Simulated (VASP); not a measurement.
Input of a VASP 6.6.1 run:

INCAR

```
SYSTEM = Si64Ag
PREC = Accurate
ENCUT = 400
EDIFF = 1E-6
ISMEAR = -1
SIGMA = 0.05
LREAL = Auto
LASPH = .TRUE.
NELM = 120
ALGO = Normal
ISIF = 2
LWAVE = .FALSE.
LCHARG = .FALSE.
GGA = PE
NELECT = 266.0
ISYM = 0
NBANDS = 172
GGA_COMPAT = .FALSE.
```

File KPOINTS:

```
Automatic mesh
0
Gamma
  1 1 1
  0.25 0.25 0.25
```

The input POSCAR:

```
Si64Ag
1.0
   10.8655790000      0.0000000000      0.0000000000
    0.0000000000     10.8655790000      0.0000000000
    0.0000000000      0.0000000000     10.8655790000
Si Ag
64 1
Direct
    0.0033400000      0.0028700000      0.0031600000
    0.9960300000      0.9955700000      0.4966700000
    0.9960300000      0.4963900000      0.9958400000
    0.9978700000      0.5085000000      0.5087700000
    0.4968500000      0.9955700000      0.9958400000
    0.5089600000      0.9974100000      0.5087800000
    0.5089600000      0.5085000000      0.9976900000
    0.4967600000      0.4962900000      0.4965800000
    0.1290200000      0.1285500000      0.1288300000
    0.1168300000      0.1163600000      0.6277200000
    0.1168300000      0.6274400000      0.1166300000
    0.1289200000      0.6292900000      0.6295700000
    0.6279200000      0.1163500000      0.1166300000
    0.6297500000      0.1284600000      0.6295700000
    0.6297500000      0.6292900000      0.1287400000
    0.6224400000      0.6219700000      0.6222500000
    0.2513000000      0.2508300000      0.9980000000
    0.2438600000      0.2434100000      0.5144900000
    0.2494300000      0.7498100000      0.9988000000
    0.2514200000      0.7517100000      0.5005300000
    0.7502800000      0.2489600000      0.9987900000
    0.7521800000      0.2509500000      0.5005300000
    0.7521400000      0.7516800000      0.9999100000
    0.7486200000      0.7481500000      0.5004600000
    0.3819100000      0.3814500000      0.1109100000
    0.3744900000      0.3740200000      0.6274100000
    0.3743700000      0.8731300000      0.1248900000
    0.3763500000      0.8750400000      0.6266200000
    0.8736000000      0.3739100000      0.1248900000
    0.8755100000      0.3758800000      0.6266200000
    0.8771600000      0.8767000000      0.1249500000
    0.8736400000      0.8731800000      0.6255100000
    0.2513000000      0.9977200000      0.2511100000
    0.2494300000      0.9985100000      0.7500900000
    0.2438500000      0.5142100000      0.2437000000
    0.2514100000      0.5002400000      0.7520000000
    0.7502800000      0.9985100000      0.2492500000
    0.7521400000      0.9996200000      0.7519500000
    0.7521800000      0.5002400000      0.2512200000
    0.7486200000      0.5001900000      0.7484400000
    0.3819200000      0.1106300000      0.3817400000
    0.3743700000      0.1246000000      0.8734200000
    0.3744900000      0.6271300000      0.3743000000
    0.3763500000      0.6263400000      0.8753100000
    0.8736000000      0.1246000000      0.3741800000
    0.8771600000      0.1246700000      0.8769700000
    0.8755100000      0.6263400000      0.3761600000
    0.8736400000      0.6252200000      0.8734600000
    0.9982000000      0.2508400000      0.2511100000
    0.9989800000      0.2489600000      0.7500800000
    0.9989800000      0.7498100000      0.2492400000
    0.0000900000      0.7516800000      0.7519500000
    0.5147000000      0.2433900000      0.2436800000
    0.5007100000      0.2509500000      0.7519900000
    0.5007100000      0.7517100000      0.2512200000
    0.5006500000      0.7481500000      0.7484300000
    0.1111100000      0.3814500000      0.3817400000
    0.1250700000      0.3739100000      0.8734200000
    0.1250700000      0.8731300000      0.3741800000
    0.1251400000      0.8767000000      0.8769800000
    0.6276000000      0.3740200000      0.3743000000
    0.6268100000      0.3758800000      0.8753200000
    0.6268100000      0.8750400000      0.3761700000
    0.6256900000      0.8731800000      0.8734600000
    0.3129100000      0.3124100000      0.3126800000
```

Potentials or basis: VASP PAW PBE potentials, release 64 (Si, Ag).

Launch:

```bash
$ cat potpaw_PBE.64/Si/POTCAR potpaw_PBE.64/Ag/POTCAR > POTCAR
$ mpirun -np 1 vasp_std > vasp.out
```

Q: Predict the largest force.

A: 0.103 eV/Å.

Forces on the atoms (eV/Å):
```
Si   0.040  0.040  0.039
Si   0.025  0.023  0.032
Si   0.024  0.032  0.025
Si  -0.012  0.009  0.011
Si   0.033  0.023  0.026
Si   0.011 -0.013  0.010
Si   0.010  0.009 -0.013
Si   0.037  0.036  0.035
Si  -0.035 -0.036 -0.036
Si  -0.010 -0.011  0.012
Si  -0.011  0.012 -0.009
Si  -0.032 -0.025 -0.024
Si   0.011 -0.010 -0.010
Si  -0.024 -0.032 -0.025
Si  -0.024 -0.026 -0.033
Si  -0.039 -0.039 -0.039
Si   0.044  0.045 -0.031
Si  -0.024 -0.025  0.095
Si   0.035  0.027  0.023
Si   0.027  0.020  0.014
Si   0.027  0.035  0.025
Si   0.020  0.027  0.013
Si   0.040  0.040  0.023
Si   0.033  0.032  0.016
Si   0.027  0.026 -0.096
Si  -0.047 -0.045  0.030
Si  -0.028 -0.018 -0.015
Si  -0.033 -0.027 -0.025
Si  -0.018 -0.029 -0.016
Si  -0.028 -0.033 -0.025
Si  -0.031 -0.032 -0.016
Si  -0.039 -0.040 -0.026
Si   0.045 -0.031  0.046
Si   0.034  0.026  0.026
Si  -0.025  0.096 -0.026
Si   0.028  0.015  0.018
Si   0.025  0.025  0.034
Si   0.039  0.025  0.041
Si   0.019  0.016  0.029
Si   0.033  0.014  0.031
Si   0.025 -0.095  0.025
Si  -0.028 -0.012 -0.021
Si  -0.046  0.029 -0.045
Si  -0.034 -0.025 -0.025
Si  -0.018 -0.012 -0.028
Si  -0.031 -0.017 -0.031
Si  -0.028 -0.025 -0.035
Si  -0.039 -0.022 -0.040
Si  -0.032  0.044  0.045
Si   0.026  0.035  0.028
Si   0.025  0.027  0.034
Si   0.023  0.040  0.041
Si   0.094 -0.025 -0.025
Si   0.014  0.027  0.021
Si   0.015  0.020  0.030
Si   0.016  0.033  0.032
Si  -0.095  0.026  0.025
Si  -0.015 -0.030 -0.020
Si  -0.014 -0.019 -0.027
Si  -0.017 -0.033 -0.032
Si   0.030 -0.046 -0.045
Si  -0.026 -0.033 -0.026
Si  -0.026 -0.027 -0.035
Si  -0.024 -0.040 -0.040
Ag   0.001 -0.001  0.002
```

Caveat: the cell carries a net charge on a neutralising background, which shifts energy and pressure.
